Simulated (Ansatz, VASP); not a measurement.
One calculation of Pb, two programs

```
Pb
1.0
     0.00000    2.47068    2.47068
     2.47068    0.00000    2.47068
     2.47068    2.47068    0.00000
Pb
1
Direct
  0.00000 0.00000 0.00000
```

Alike in both runs: task single point; functional PBEsol; k mesh 12 × 12 × 12; no spin polarisation.

|  | VASP | Ansatz |
| --- | --- | --- |
| version | VASP 6.6.1 | Ansatz 0.2.0 |
| potentials or method | VASP PAW PBE potentials, release 64 (Pb_d) | PAW with Ansatz's default frozen-core files, scalar-relativistic |
| plane-wave cutoff (eV) | 500 | 420 |
| occupations | tetrahedron | tetrahedron-uncorrected |
| valence electrons in the cell | 14 | 14 |

|  | VASP | Ansatz | Ansatz less VASP |
| --- | --- | --- | --- |
| pressure (GPa) | 0.3 | 0.4 | +0.08 |

VASP's potentials were made for PBE, not for PBEsol. Ansatz's warnings: band table not solved further, optics band completion, optics on partly filled bands.

Neither program's run includes spin-orbit coupling.
